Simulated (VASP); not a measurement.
# Sr2SO (P4/mmm) in VASP: further runs, part 2 of 2

VASP 6.6.1. Earlier steps stand in the parts before.

## 3. Single point, RPBE

POSCAR

```
Sr2SO
1.0
    4.0432370000      0.0000000000      0.0000000000
    0.0000000000      4.0432370000      0.0000000000
    0.0000000000      0.0000000000      5.7180000000
Sr S O
2 1 1
Direct
    0.5000000000      0.5000000000      0.5000000000
    0.0000000000      0.0000000000      0.0000000000
    0.0000000000      0.0000000000      0.5000000000
    0.5000000000      0.5000000000      0.0000000000
```

INCAR.step1

```
  PREC = Accurate
  ENCUT = 520
  EDIFF = 1E-6
  ISMEAR = -1
  SIGMA = 0.05
  LREAL = F
  LASPH = T
  NELM = 100
  ALGO = Normal
  ISIF = 2
  LWAVE = F
  LCHARG = T
  GGA = RP
  NBANDS = 24
```

KPOINTS.step1

```
Automatic mesh
0
Gamma
  4 4 3
```

INCAR.step2

```
  PREC = Accurate
  ENCUT = 520
  EDIFF = 1E-6
  ISMEAR = -5
  SIGMA = 0.05
  LREAL = F
  LASPH = T
  NELM = 100
  ALGO = Normal
  ISIF = 2
  LWAVE = F
  LCHARG = F
  GGA = RP
  LORBIT = 10
  NBANDS = 24
  NEDOS = 1001
  ICHARG = 11
```

KPOINTS.step2

```
Automatic mesh
0
Gamma
  6 6 5
```

Potentials or basis: VASP PAW PBE potentials, release 64 (Sr_sv, S, O).

Command:

```bash
$ cat potpaw_PBE.64/Sr_sv/POTCAR potpaw_PBE.64/S/POTCAR potpaw_PBE.64/O/POTCAR > POTCAR
$ cp INCAR.step1 INCAR
$ cp KPOINTS.step1 KPOINTS
$ mpirun -np 1 vasp_std > vasp.out
$ cp INCAR.step2 INCAR
$ cp KPOINTS.step2 KPOINTS
$ mpirun -np 1 vasp_std > vasp.out
```

OUTCAR:

```text
PREC = Accurate
   ENCUT = 520
   EDIFF = 1E-6
   ISMEAR = -5
   LREAL = F
   LASPH = T
   NELM = 100
   ISIF = 2
   GGA = RP
   LORBIT = 10
   ICHARG = 11

 ion  position               nearest neighbor table
   1  0.500  0.500  0.500-   4 2.86   4 2.86   3 2.86   3 2.86   3 2.86   3 2.86   2 4.04   2 4.04
                             2 4.04   2 4.04   2 4.04   2 4.04   2 4.04   2 4.04
   2  0.000  0.000  0.000-   3 2.86   3 2.86   4 2.86   4 2.86   4 2.86   4 2.86   1 4.04   1 4.04
                             1 4.04   1 4.04   1 4.04   1 4.04   1 4.04   1 4.04
   3  0.000  0.000  0.500-   2 2.86   2 2.86   1 2.86   1 2.86   1 2.86   1 2.86
   4  0.500  0.500  0.000-   1 2.86   1 2.86   2 2.86   2 2.86   2 2.86   2 2.86

  LATTYP: Found a simple tetragonal cell.
 ALAT       =     4.0432370000
 C/A-ratio  =     1.4142134137

  Lattice vectors:

 A1 = (   4.0432370000,   0.0000000000,   0.0000000000)
 A2 = (   0.0000000000,   4.0432370000,   0.0000000000)
 A3 = (   0.0000000000,   0.0000000000,   5.7180000000)

Analysis of symmetry for initial positions (statically):
[... 187 lines left out ...]
      1     -31.6349      2.00000
      2     -31.5528      2.00000
      3     -13.9262      2.00000
      4     -13.6754      2.00000
      5     -13.6754      2.00000
      6     -13.5014      2.00000
[... 637 lines left out ...]
     23       9.2171      0.00000
     24       9.6515      0.00000

 [... further k-points ...]

------------------------ aborting loop because EDIFF is reached ----------------------------------------

  FORCE on cell =-STRESS in cart. coord.  units (eV):
  Direction    XX          YY          ZZ          XY          YZ          ZX
  --------------------------------------------------------------------------------------
  -------------------------------------------------------------------------------------
  Total        1.1785875      1.1785875      1.2351185      0.0000000      0.0000000     -0.0000000
  in kB       20.2008595     20.2008595     21.1697946      0.0000000      0.0000000     -0.0000000
  external PRESSURE =      20.5238378 kB  Pullay stress =       0.0000000 kB

 VOLUME and BASIS-vectors are now :
 -----------------------------------------------------------------------------
  energy-cutoff  :      520.00
  volume of cell :       93.48
      direct lattice vectors                 reciprocal lattice vectors
     4.043237000  0.000000000  0.000000000     0.247326585  0.000000000  0.000000000
     0.000000000  4.043237000  0.000000000     0.000000000  0.247326585  0.000000000
     0.000000000  0.000000000  5.718000000     0.000000000  0.000000000  0.174886324

 POSITION                                       TOTAL-FORCE (eV/Angst)
 -----------------------------------------------------------------------------------
      2.02162      2.02162      2.85900         0.000000      0.000000      0.000000
      0.00000      0.00000      0.00000         0.000000      0.000000      0.000000
      0.00000      0.00000      2.85900         0.000000      0.000000      0.000000
      2.02162      2.02162      0.00000         0.000000      0.000000      0.000000
 -----------------------------------------------------------------------------------
    total drift:                                0.000000      0.000000     -0.000000

  FREE ENERGIE OF THE ION-ELECTRON SYSTEM (eV)
  ---------------------------------------------------
  free  energy   TOTEN  =       -20.0553982168 eV

  energy  without entropy=      -20.0553982168  energy(sigma->0) =      -20.05539822

 total charge

# of ion       s       p       d       tot
------------------------------------------
    1        2.015   5.829   0.229   8.074
    2        2.009   5.813   0.190   8.012
    3        1.320   2.543   0.000   3.863
    4        1.556   3.322   0.000   4.878
--------------------------------------------------
tot          6.900  17.507   0.419  24.826
```

OSZICAR.step1:

```text
N       E                     dE             d eps       ncg     rms          rms(c)
DAV:   1     0.176727312212E+03    0.17673E+03   -0.15597E+04   576   0.124E+03
DAV:   2    -0.979212233276E+01   -0.18652E+03   -0.17489E+03   744   0.258E+02
DAV:   3    -0.222781544579E+02   -0.12486E+02   -0.12399E+02   888   0.603E+01
DAV:   4    -0.227217177185E+02   -0.44356E+00   -0.44311E+00   880   0.937E+00
DAV:   5    -0.227270563796E+02   -0.53387E-02   -0.53385E-02   808   0.107E+00    0.226E+01
DAV:   6    -0.202193622807E+02    0.25077E+01   -0.13703E+01   664   0.160E+01    0.191E+01
DAV:   7    -0.200043094650E+02    0.21505E+00   -0.16015E+00   696   0.640E+00    0.118E+01
DAV:   8    -0.200401089837E+02   -0.35800E-01   -0.34644E-01   712   0.403E+00    0.802E-01
DAV:   9    -0.200416146020E+02   -0.15056E-02   -0.30667E-02   784   0.925E-01    0.407E-01
DAV:  10    -0.200451764730E+02   -0.35619E-02   -0.44178E-03   712   0.392E-01    0.172E-01
DAV:  11    -0.200465463378E+02   -0.13699E-02   -0.24530E-03   728   0.250E-01    0.712E-02
DAV:  12    -0.200467752213E+02   -0.22888E-03   -0.40982E-04   704   0.119E-01    0.355E-02
DAV:  13    -0.200467885749E+02   -0.13354E-04   -0.48557E-05   736   0.382E-02    0.156E-02
DAV:  14    -0.200467925272E+02   -0.39523E-05   -0.21545E-05   760   0.212E-02    0.519E-03
DAV:  15    -0.200467927964E+02   -0.26914E-06   -0.18024E-06   632   0.747E-03
   1 F= -.20046793E+02 E0= -.20046793E+02  d E =-.764982E-10
```

It took 2.5 min on 1 thread of AMD EPYC 7R13, shared host; peak memory 0.19 GiB.

What came out:

| Quantity | Value |
| --- | --- |
| Valence electrons inside the program's atomic spheres | Sr 8.07, 8.01; S 3.86; O 4.88 |

Levels at points of the mesh, in eV from the valence-band top:
| k point | band 12 | band 13 | band 14 | band 15 | band 16 | band 17 | band 18 | band 19 | band 20 | band 21 |
| --- | --- | --- | --- | --- | --- | --- | --- | --- | --- | --- |
| (0.00, 0.00, 0.00) | -0.78 | -0.78 | -0.05 | 0.00 | 0.00 | 2.24 | 3.04 | 4.62 | 4.62 | 4.99 |
| (0.50, 0.00, 0.00) | -1.83 | -1.45 | -1.16 | -0.54 | -0.42 | 4.37 | 5.42 | 5.75 | 5.86 | 5.99 |
| (0.50, 0.50, 0.00) | -1.60 | -0.98 | -0.27 | -0.27 | -0.13 | 2.45 | 2.45 | 5.55 | 6.29 | 7.04 |

Caveat: the PAW data sets were made with another functional, which shifts forces and pressure a little.

## 4. Single point, revPBE

POSCAR is that of step 3.

INCAR.step1

```
PREC     = Accurate       # precision mode
ENCUT    = 520            # plane-wave cutoff, eV
EDIFF    = 1E-7           # SCF threshold, eV
ISMEAR   = -1             # smearing method
SIGMA    = 0.05           # smearing width, eV
LREAL    = F              # projectors in reciprocal space
LASPH    = T              # aspherical terms in the spheres
NELM     = 60             # most SCF steps
ALGO     = Normal         # electronic algorithm
ISIF     = 2              # what is computed and relaxed
LWAVE    = F              # write WAVECAR
LCHARG   = T              # write CHGCAR
GGA      = RE             # functional
NBANDS   = 24             # bands
```

KPOINTS.step1 is that of step 3.

INCAR.step2

```
PREC     = Accurate       # precision mode
ENCUT    = 520            # plane-wave cutoff, eV
EDIFF    = 1E-7           # SCF threshold, eV
ISMEAR   = -5             # smearing method
SIGMA    = 0.05           # smearing width, eV
LREAL    = F              # projectors in reciprocal space
LASPH    = T              # aspherical terms in the spheres
NELM     = 60             # most SCF steps
ALGO     = Normal         # electronic algorithm
ISIF     = 2              # what is computed and relaxed
LWAVE    = F              # write WAVECAR
LCHARG   = F              # write CHGCAR
GGA      = RE             # functional
LORBIT   = 11             # projections on sites
NEDOS    = 1001           # points of the DOS
ICHARG   = 11             # starting density
```

KPOINTS.step2 is that of step 3.

Command:

```bash
$ cat potpaw_PBE.64/Sr_sv/POTCAR potpaw_PBE.64/S/POTCAR potpaw_PBE.64/O/POTCAR > POTCAR
$ cp INCAR.step1 INCAR
$ cp KPOINTS.step1 KPOINTS
$ mpirun -np 1 vasp_std > vasp.out
$ cp INCAR.step2 INCAR
$ cp KPOINTS.step2 KPOINTS
$ mpirun -np 1 vasp_std > vasp.out
```

Wall time 2.2 min (1 thread of AMD EPYC 7R13, shared host); peak memory 0.19 GiB.

Results (log left out):

```yaml
Valence_electrons_inside_the_program's_atomic_spheres: Sr 8.07, 8.00; S 3.86; O 4.87
```

Levels at points of the mesh, in eV from the valence-band top:
```csv
k point,band 14,band 15,band 16,band 17,band 18,band 19
"(0.00, 0.00, 0.00)",-0.05,0.00,0.00,2.23,3.01,4.62
"(0.50, 0.00, 0.00)",-1.17,-0.54,-0.42,4.36,5.40,5.74
"(0.50, 0.50, 0.00)",-0.27,-0.27,-0.13,2.44,2.44,5.54
```

Caveat: the PAW data sets were made with another functional, which shifts forces and pressure a little.
